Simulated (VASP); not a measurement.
A run of VASP 6.6.1 is set up as follows.

INCAR

```
SYSTEM = SnO2
ALGO = Normal
EDIFF = 1E-8
ENCUT = 520
ISIF = 2
ISMEAR = 0
KPAR = 4
LASPH = .TRUE.
LCALCEPS = .TRUE.
LCHARG = .FALSE.
LMIXTAU = .TRUE.
LREAL = .FALSE.
LWAVE = .FALSE.
METAGGA = R2SCAN
NELM = 80
PREC = Accurate
SIGMA = 0.01
```

File KPOINTS:

```
k-points
0
G
  4 4 6
  0 0 0
```

POSCAR

```
SnO2
1.0
    4.7605737245      0.0000000000      0.0000000000
    0.0000000000      4.7605737245      0.0000000000
    0.0000000000      0.0000000000      3.2960826792
Sn O
2 4
Direct
    0.0000000000      0.0000000000      0.0000000000
    0.5000000000      0.5000000000      0.5000000000
    0.3069247111      0.3069247111      0.0000000000
    0.1930752889      0.8069247111      0.5000000000
    0.8069247111      0.1930752889      0.5000000000
    0.6930752889      0.6930752889      0.0000000000
```

Potentials or basis: VASP PAW PBE potentials, release 64 (Sn_d, O).

The run is started by

```bash
$ cat potpaw_PBE.64/Sn_d/POTCAR potpaw_PBE.64/O/POTCAR > POTCAR
$ mpirun -np 4 vasp_std > vasp.out
```

Task: What does it give for the electronic dielectric tensor (diagonal)?

Result: 4.06, 4.06, 4.43.

Task: Estimate the Born charges (mean of the diagonal).

Result: Sn +4.24; O -2.12 e.

Task: Estimate the band gap on the k mesh.

Result: 1.36 eV.

Electronic dielectric tensor:
```
4.06 0.00 0.00
0.00 4.06 0.00
0.00 0.00 4.43
```

Caveat: the cell differs from its parent crystal (uniaxial z strain +3.0%); the structure was generated, so it needn't be the stable form of SnO2; spin-orbit coupling is left out, which moves the levels of the heavy elements.
